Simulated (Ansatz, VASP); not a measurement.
**One calculation of FeCo, two programs**

Contents of INCAR:

```
SYSTEM = FeCo
ALGO     = Normal         ! electronic algorithm
EDIFF    = 1E-6           ! SCF threshold, eV
ENCUT    = 600            ! plane-wave cutoff, eV
GGA      = PE             ! functional
GGA_COMPAT= .FALSE.      
ISIF     = 2              ! what is computed and relaxed
ISMEAR   = -1             ! smearing method
ISPIN    = 2              ! spin polarisation
LASPH    = .TRUE.         ! aspherical terms in the spheres
LCHARG   = .FALSE.        ! write CHGCAR
LMAXMIX  = 4              ! l up to which the mixer works
LORBIT   = 11             ! projections on sites
LREAL    = .FALSE.        ! projectors in reciprocal space
LWAVE    = .FALSE.        ! write WAVECAR
MAGMOM   = 3 2            ! initial moments
NBANDS   = 20             ! bands
NELM     = 200            ! most SCF steps
PREC     = Accurate       ! precision mode
SIGMA    = 0.05           ! smearing width, eV
```

KPOINTS

```
k-points
0
G
  11 11 11
  0 0 0
```

The input POSCAR:

```
FeCo
1.0
    2.8085669146      0.0000000000      0.0000000000
    0.0000000000      2.8085669146      0.0000000000
    0.0000000000      0.0000000000      2.8085669146
Fe Co
1 1
Direct
    0.5000000000      0.5000000000      0.5000000000
    0.0000000000      0.0000000000      0.0000000000
```

Input for Ansatz:

```yaml
crystal:
  lattice:
    - [2.8085669146, 0.0, 0.0]
    - [0.0, 2.8085669146, 0.0]
    - [0.0, 0.0, 2.8085669146]
  atoms:
    - { symbol: Fe, position: [0.5, 0.5, 0.5], spin: 3.0 }
    - { symbol: Co, position: [0.0, 0.0, 0.0], spin: 2.0 }
magnetization:
  spin_polarized: true
kpoints:
  mp_grid: { grid: [11, 11, 11] }
scf:
  occupations: { method: fermi_dirac, width: 0.05 }
hamiltonian:
  xc: pbe
  pseudopotentials: { kind: all_electron, lapw: { basis_error: 0.001 } }
output:
  forces: true
  stress: true
  eigenvalues: true
```

Change from the starting cell: volume scaled by 0.95.

Alike in both runs: task single point; functional PBE; k mesh 11 × 11 × 11; occupations fermi-dirac, width 0.05 eV; collinear spin.

|  | VASP | Ansatz |
| --- | --- | --- |
| version | VASP 6.6.1 | Ansatz 0.2.0 |
| potentials or method | VASP PAW PBE potentials, release 64 (Fe, Co), cutoff 600 eV | all-electron LAPW, scalar-relativistic |

```tsv
	VASP	Ansatz	Ansatz less VASP
pressure (GPa)	6.9	7.6	+0.71
net moment per atom (μB)	2.20	2.21	+0.010
size of the moment on the site where the two differ most (μB)	1.73	1.79	+0.063
```

Site moments also hang on the region over which each program counts them. Ansatz ran all-electron here, and VASP with PAW potentials.
